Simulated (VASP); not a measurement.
Wanted: the native input for a VASP 6.6.1 run.

- Task: single point
- Functional: LDA
- Potentials or basis: VASP PAW LDA potentials, release 64 (Rb_sv)
- Cutoff: 520 eV
- k mesh: 8 × 8 × 8
- Occupations: gaussian, width 0.3 eV
- Spin: no spin polarisation
- Dipole correction: no
- Further INCAR settings: ALGO = Normal; EDIFF = 1e-06; NBANDS = 10

The structure of Rb lies in POSCAR:

```
Rb
1.0
   -2.6859640533      2.6859640533      2.6859640533
    2.6859640533     -2.6859640533      2.6859640533
    2.6859640533      2.6859640533     -2.6859640533
Rb
1
Direct
    0.0000000000      0.0000000000      0.0000000000
```

The input as run:

INCAR

```
PREC = Accurate
ENCUT = 520
EDIFF = 1E-6
ISMEAR = 0
SIGMA = 0.3
LREAL = False
LASPH = True
NELM = 80
ALGO = Normal
ISIF = 2
LWAVE = False
LCHARG = False
GGA = CA
NBANDS = 10
```

KPOINTS

```
Automatic mesh
0
Gamma
  8 8 8
```

Potentials or basis: VASP PAW LDA potentials, release 64 (Rb_sv).

Command:

```sh
$ cat potpaw_LDA.64/Rb_sv/POTCAR > POTCAR
$ mpirun -np 1 vasp_std > vasp.out
```

Results of the run:

```yaml
Pressure: 0.0 GPa
```

Wall time 15 s on 1 thread of Intel Xeon 6975P-C, on a shared host, peak memory 0.17 GiB.
